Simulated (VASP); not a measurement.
# HC16 (a cell with a defect) in VASP: single point with LDA

Aim: the single point of HC16 (a cell with a defect) with LDA.

Program: VASP 6.6.1. These are calculated values, not measurements. Logs are shortened: lines on timing, memory, paths and dates and some standing lists are left out, and cuts for length are marked.

## 1. The cell of the first run

The cell holds a defect, 17 atoms: a = 5.049 Å, b = 5.049 Å, c = 5.049 Å, α = 60.00°, β = 60.00°, γ = 60.00°.

## 2. Single point, LDA, collinear spin

Input file INCAR:

```
ALGO = Normal
EDIFF = 1E-6
ENCUT = 520
GGA = CA
ISIF = 2
ISMEAR = -1
ISPIN = 2
LASPH = True
LCHARG = False
LORBIT = 11
LREAL = Auto
LWAVE = False
MAGMOM = 0 0 0 0 0.07 0 0 0 0 0 0 0 0 0 0 0 0.26
NBANDS = 50
NELM = 150
PREC = Accurate
SIGMA = 0.02
```

Input file KPOINTS:

```
k-points
0
Gamma
  2 2 2
```

Input file POSCAR:

```
HC16
1.0
    0.0000000000      3.5700000000      3.5700000000
    3.5700000000      0.0000000000      3.5700000000
    3.5700000000      3.5700000000      0.0000000000
C H
16 1
Direct
   -0.0017366947     -0.0237815126      0.0037535014
    0.1252661064      0.1296638655      0.1237815126
   -0.0025770308     -0.0122969188      0.5153501401
    0.1377170868      0.1120588235      0.6295098039
   -0.0034873950      0.4932072829      0.0041876751
    0.1166246499      0.6239915966      0.1389775910
    0.0040896359      0.4810644258      0.5136134454
    0.1232773109      0.6062745098      0.6237815126
    0.5128151261     -0.0096778711     -0.0065406162
    0.6359383754      0.1168067227      0.1176470588
    0.5151260504     -0.0037254902      0.4957422969
    0.6375490196      0.1212745098      0.6244117647
    0.5083053221      0.4854481793     -0.0029551821
    0.6307843137      0.6075630252      0.1223529412
    0.4964145658      0.4804481793      0.5160504202
    0.6259523810      0.6242997199      0.6308823529
    0.2470168067      0.7459803922      0.2573809524
```

Potentials or basis: VASP PAW LDA potentials, release 64 (C, H).

Run with:

```sh
cat potpaw_LDA.64/C/POTCAR potpaw_LDA.64/H/POTCAR > POTCAR
mpirun -np 1 vasp_std > vasp.out
```

OUTCAR:

```text
EDIFF = 1E-6
   ENCUT = 520
   GGA = CA
   ISIF = 2
   ISMEAR = -1
   ISPIN = 2
   LASPH = True
   LORBIT = 11
   LREAL = Auto
   NELM = 150
   PREC = Accurate

 ion  position               nearest neighbor table
   1  0.998  0.976  0.004-   6 1.45  10 1.50   4 1.55   2 1.65
   2  0.125  0.130  0.124-   5 1.50   9 1.60   3 1.62   1 1.65
   3  0.997  0.988  0.515-  12 1.48   4 1.56   8 1.58   2 1.62
   4  0.138  0.112  0.630-   7 1.52   1 1.55  11 1.56   3 1.56
   5  0.997  0.493  0.004-   2 1.50  14 1.51   8 1.57   6 1.59
   6  0.117  0.624  0.139-   1 1.45   7 1.55   5 1.59  13 1.62
[... 8 lines left out ...]
  15  0.496  0.480  0.516-  12 1.48   8 1.54  16 1.60  14 1.62
  16  0.626  0.624  0.631-  13 1.51  11 1.53   7 1.56  15 1.60
  17  0.247  0.746  0.257-

  LATTYP: Found a face centered cubic cell.
 ALAT       =     7.1400000000

  Lattice vectors:

 A1 = (   0.0000000000,   3.5700000000,   3.5700000000)
 A2 = (   3.5700000000,   0.0000000000,   3.5700000000)
 A3 = (   3.5700000000,   3.5700000000,   0.0000000000)

Analysis of symmetry for initial positions (statically):
=====================================================================
 Subroutine PRICEL returns:
 Original cell was already a primitive cell.

 Routine SETGRP: Setting up the symmetry group for a
 face centered cubic supercell.

 Subroutine GETGRP returns: Found  1 space group operations
 (whereof  1 operations were pure point group operations)
 out of a pool of 48 trial point group operations.

The static configuration has the point symmetry C_1 .

Analysis of symmetry for dynamics (positions and initial velocities):
=====================================================================
 Subroutine PRICEL returns:
 Original cell was already a primitive cell.

 Routine SETGRP: Setting up the symmetry group for a
 face centered cubic supercell.

 Subroutine GETGRP returns: Found  1 space group operations
 (whereof  1 operations were pure point group operations)
 out of a pool of 48 trial point group operations.

The dynamic configuration has the point symmetry C_1 .

Analysis of structural, dynamic, and magnetic symmetry:
=====================================================================
 Subroutine PRICEL returns:
 Original cell was already a primitive cell.

 Routine SETGRP: Setting up the symmetry group for a
 face centered cubic supercell.

 Subroutine GETGRP returns: Found  1 space group operations
 (whereof  1 operations were pure point group operations)
 out of a pool of 48 trial point group operations.

The overall configuration has the point symmetry C_1 .

 Subroutine INISYM returns: Found  1 space group operations
 (whereof  1 operations are pure point group operations),
 and found     1 'primitive' translations

----------------------------------------------------------------------------------------

                                     Primitive cell

  volume of cell :      90.9986

  direct lattice vectors                    reciprocal lattice vectors
     0.000000000  3.570000000  3.570000000    -0.140056022  0.140056022  0.140056022
     3.570000000  0.000000000  3.570000000     0.140056022 -0.140056022  0.140056022
     3.570000000  3.570000000  0.000000000     0.140056022  0.140056022 -0.140056022

  length of vectors
     5.048742418  5.048742418  5.048742418     0.242584147  0.242584147  0.242584147

  position of ions in fractional coordinates (direct lattice)
     0.998263305  0.976218487  0.003753501
     0.125266106  0.129663865  0.123781513
     0.997422969  0.987703081  0.515350140
     0.137717087  0.112058823  0.629509804
     0.996512605  0.493207283  0.004187675
     0.116624650  0.623991597  0.138977591
[... 9 lines left out ...]
     0.625952381  0.624299720  0.630882353
     0.247016807  0.745980392  0.257380952

  ion indices of the primitive-cell ions
[... 51 lines left out ...]
  0.500000  0.500000  0.500000      1.000000
  0.500000  0.500000  0.000000      1.000000
  0.000000  0.500000  0.500000      1.000000
  0.500000  0.000000  0.500000      1.000000
   k-points           NKPTS =      8   k-points in BZ     NKDIM =      8   number of bands    NBANDS=     50
   number of dos      NEDOS =    301   number of ions     NIONS =     17
   total plane-waves  NPLWV =  64000
   dimension x,y,z NGX =    40 NGY =   40 NGZ =   40
   dimension x,y,z NGXF=    80 NGYF=   80 NGZF=   80
   ions per type =              16   1
   NGX,Y,Z   is equivalent  to a cutoff of  13.17, 13.17, 13.17 a.u.
   NGXF,Y,Z  is equivalent  to a cutoff of  26.34, 26.34, 26.34 a.u.
 SYSTEM =  unknown system
   PREC   = accura    normal or accurate (medium, high low for compatibility)
   ISTART =      0    job   : 0-new  1-cont  2-samecut
   ICHARG =      2    charge: 1-file 2-atom 10-const
   ISPIN  =      2    spin polarized calculation?
   LNONCOLLINEAR =      F non collinear calculations
   LSORBIT =      F    spin-orbit coupling
   LASPH  =      T    aspherical Exc in radial PAW
   ENCUT  =  520.0 eV  38.22 Ry    6.18 a.u.   9.39  9.39  9.39*2*pi/ulx,y,z
   NELM   =    150;   NELMIN=  2; NELMDL= -5     # of ELM steps
   EDIFF  = 0.1E-05   stopping-criterion for ELM
   LREAL  =      T    real-space projection
   EDIFFG = 0.1E-04   stopping-criterion for IOM
   NSW    =      0    number of steps for IOM
   IBRION =     -1    ionic relax: 0-MD 1-quasi-New 2-CG
   NFREE  =      0    steps in history (QN), initial steepest desc. (CG)
   ISIF   =      2    stress and relaxation
   ISYM   =      2    0-nonsym 1-usesym 2-fastsym
   POTIM  = 0.5000    time-step for ionic-motion
   TEBEG  =    0.0;   TEEND  =   0.0 temperature during run
   PSTRESS=    0.0 pullay stress
   NELECT =      65.0000    total number of electrons
   NUPDOWN=      -1.0000    fix difference up-down
   EMIN   =  10.00;   EMAX   =-10.00  energy-range for DOS
   EFERMI =   0.00;   METHOD = LEGACY
   ISMEAR =    -1;   SIGMA  =   0.02  broadening in eV -4-tet -1-fermi 0-gaus
   EFERMI_NEDOS =   21; number of points for ismear=-14 and -15
   IALGO  =     38    algorithm
   IMIX   =      4    mixing-type and parameters
     AMIX     =   0.40;   BMIX     =  1.00
     AMIX_MAG =   1.60;   BMIX_MAG =  1.00
  volume/ion in A,a.u.               =       5.35        36.12
  Fermi-wavevector in a.u.,A,eV,Ry     =   1.463416  2.765455 29.138043  2.141586
  Thomas-Fermi vector in A             =   2.579513
   LORBIT       =     11    0 simple, 1 ext, 2 COOP (PROOUT), +10 PAW based schemes
   GGA     = CA    functional components
   LHFCALC =     F    Hartree Fock is set to
   AEXX    =    0.0000 exact exchange contribution
   IVDW    =     0    specifies the selected vdW correction
   LEPSILON=     F    determine dielectric tensor
   LRPA    =     F    only Hartree local field effects (RPA)
 spin polarized calculation
  energy-cutoff  :      520.00
  volume of cell :       91.00
 maximum number of plane-waves:      2452
 NGX is ok and might be reduce to    40
   NGX = 19   NGY = 19   NGZ = 19

 number of electron      65.0000000 magnetization       0.7500158

 Free energy of the ion-electron system (eV)
  ---------------------------------------------------
  ext. energy  EPLUGINS =         0.00000000
  ---------------------------------------------------
  free energy    TOTEN  =      -157.66526975 eV

  energy without entropy =     -157.66189537  energy(sigma->0) =     -157.66358256

 E-fermi :  12.4051     XC(G=0): -13.5791

 val. band max:       12.3872757905   @ k =   0.5000   0.5000   0.0000
 cond. band min:      12.4203841111   @ k =   0.0000   0.5000   0.5000
 fundamental gap:      0.0331083206
 Fermi energy:        12.4050713631

 spin component 1

 k-point     1 :       0.0000    0.0000    0.0000
  band No.  band energies     occupation
      1     -11.7591      1.00000
      2      -6.1539      1.00000
      3      -5.9787      1.00000
      4      -5.7187      1.00000
      5      -5.5545      1.00000
      6      -4.6180      1.00000
[... 365 lines left out ...]
     43      19.7419      0.00000
     44      19.8706      0.00000
 Fermi energy:        12.4050713631

 spin component 2

 k-point     1 :       0.0000    0.0000    0.0000
  band No.  band energies     occupation
      1     -11.6712      1.00000
      2      -6.0516      1.00000
      3      -5.9285      1.00000
      4      -5.6498      1.00000
      5      -5.4996      1.00000
      6      -4.3928      1.00000
[... 365 lines left out ...]
     43      19.7847      0.00000
     44      19.9155      0.00000
 [bands above 44 left out]

------------------------ aborting loop because EDIFF is reached ----------------------------------------

  FORCE on cell =-STRESS in cart. coord.  units (eV):
  Direction    XX          YY          ZZ          XY          YZ          ZX
  --------------------------------------------------------------------------------------
  -------------------------------------------------------------------------------------
  Total        2.6698109      1.8949507      1.4899677     -0.8003946     -0.3067738      0.4775024
  in kB       47.0063410     33.3636720     26.2332911    -14.0922418     -5.4012489      8.4072014
  external PRESSURE =      35.5344347 kB  Pullay stress =       0.0000000 kB

 VOLUME and BASIS-vectors are now :
 -----------------------------------------------------------------------------
  energy-cutoff  :      520.00
  volume of cell :       91.00
      direct lattice vectors                 reciprocal lattice vectors
     0.000000000  3.570000000  3.570000000    -0.140056022  0.140056022  0.140056022
     3.570000000  0.000000000  3.570000000     0.140056022 -0.140056022  0.140056022
     3.570000000  3.570000000  0.000000000     0.140056022  0.140056022 -0.140056022

 POSITION                                       TOTAL-FORCE (eV/Angst)
 -----------------------------------------------------------------------------------
      3.49850      3.57720      7.04890         2.503074     -0.253425      4.051471
      0.90480      0.88910      0.91010        -1.403039      1.231903     -1.798579
      5.36590      5.40060      7.08690        -1.080105     -0.416660      2.664243
      2.64740      2.73900      0.89170        -0.602944     -0.491617     -1.509839
      1.77570      3.57250      5.31830        -0.391405      0.489880     -0.118718
      2.72380      0.91250      2.64400        -3.266284      1.150545     -0.706065
[... 9 lines left out ...]
      4.48100      4.48690      4.46340        -1.742967     -0.150410     -1.179930
      3.58200      1.80070      3.54500        -0.111380     -0.035104      0.102267
 -----------------------------------------------------------------------------------
    total drift:                               -0.013510      0.000587     -0.001374

  FREE ENERGIE OF THE ION-ELECTRON SYSTEM (eV)
  ---------------------------------------------------
  free  energy   TOTEN  =      -157.6652697549 eV

  energy  without entropy=     -157.6618953684  energy(sigma->0) =     -157.66358256

 total charge

# of ion       s       p       d       tot
------------------------------------------
    1        0.826   1.779   0.000   2.605
    2        0.812   1.700   0.000   2.513
    3        0.821   1.735   0.000   2.556
    4        0.811   1.754   0.000   2.565
    5        0.834   1.765   0.000   2.599
    6        0.816   1.763   0.000   2.579
[... 9 lines left out ...]
   16        0.812   1.749   0.000   2.560
   17        0.516   0.057   0.000   0.573
--------------------------------------------------
tot         13.628  28.211   0.000  41.839

 magnetization (x)

# of ion       s       p       d       tot
------------------------------------------
    1        0.007   0.009   0.000   0.016
    2        0.008  -0.001   0.000   0.007
    3        0.011   0.013   0.000   0.024
    4        0.002   0.004   0.000   0.006
    5        0.014   0.067   0.000   0.081
    6        0.006  -0.003   0.000   0.003
[... 9 lines left out ...]
   16        0.002   0.003   0.000   0.005
   17        0.202   0.003   0.000   0.205
--------------------------------------------------
tot          0.308   0.142   0.000   0.450
```

Run time: 76 s. Hardware: 1 thread of AMD EPYC 9R45 (Zen 5), shared host; peak memory 0.2 GiB.

Results:

| Property | Result |
| --- | --- |
| Free energy | -157.6653 eV |
| Pressure | 3.6 GPa |
| Largest force | 4.769 eV/Å |
| Net moment | 0.75 μB per cell |
| Site moments | C +0.02, +0.01, +0.08, +0.00; H +0.20 μB |
| Valence electrons inside the program's atomic spheres | C 2.60, 2.51, 2.56, 2.58, 2.62, 2.55, 2.57, 2.64; H 0.57 |

Forces on the atoms (eV/Å):
```
C    2.503 -0.253  4.051
C   -1.403  1.232 -1.799
C   -1.080 -0.417  2.664
C   -0.603 -0.492 -1.510
C   -0.391  0.490 -0.119
C   -3.266  1.151 -0.706
C   -0.280 -2.082 -1.172
C    2.454  1.876  1.833
C    1.249 -0.251 -0.799
C    0.106 -0.123 -1.356
C    0.040 -0.335 -1.263
C   -0.138 -0.070 -1.925
C    0.853 -0.403  0.059
C    1.926  0.304  0.091
C   -0.114 -0.441  3.027
C   -1.743 -0.150 -1.180
H   -0.111 -0.035  0.102
```

Levels at points of the mesh, in eV from the Fermi level:
Spin up:
| k point | band 31 | band 32 | band 33 | band 34 | band 35 | band 36 |
| --- | --- | --- | --- | --- | --- | --- |
| (0.00, 0.00, 0.00) | -2.49 | -2.15 | -1.85 | 1.37 | 1.66 | 1.93 |
| (0.50, 0.00, 0.00) | -4.20 | -3.75 | -0.31 | 2.75 | 2.96 | 3.12 |
| (0.00, 0.50, 0.00) | -4.13 | -3.89 | -0.35 | 2.91 | 3.14 | 3.42 |
| (0.00, 0.00, 0.50) | -4.41 | -3.79 | -0.22 | 2.68 | 2.99 | 3.04 |
| (0.50, 0.50, 0.50) | -4.19 | -3.86 | -0.40 | 2.86 | 2.95 | 3.08 |
| (0.50, 0.50, 0.00) | -5.57 | -5.05 | -0.02 | 1.61 | 2.95 | 4.70 |
| (0.00, 0.50, 0.50) | -5.47 | -5.30 | 0.02 | 1.60 | 2.80 | 4.75 |
| (0.50, 0.00, 0.50) | -5.39 | -5.18 | -0.07 | 1.60 | 2.86 | 4.55 |
Spin down:
```
           k point  band 30  band 31  band 32  band 33  band 34  band 35
(0.00, 0.00, 0.00)    -3.00    -2.42    -2.09    -1.16     1.42     1.71
(0.50, 0.00, 0.00)    -4.44    -4.16    -3.69     0.41     2.82     3.02
(0.00, 0.50, 0.00)    -4.31    -4.07    -3.85     0.37     2.98     3.20
(0.00, 0.00, 0.50)    -4.51    -4.37    -3.73     0.50     2.74     3.04
(0.50, 0.50, 0.50)    -4.53    -4.15    -3.80     0.33     2.91     2.99
(0.50, 0.50, 0.00)    -5.57    -5.52    -5.01     0.54     1.67     3.26
(0.00, 0.50, 0.50)    -5.46    -5.41    -5.24     0.59     1.66     3.09
(0.50, 0.00, 0.50)    -5.55    -5.33    -5.12     0.50     1.65     3.15
```

Caveat: the k points lie up to 0.76 Å⁻¹ apart.
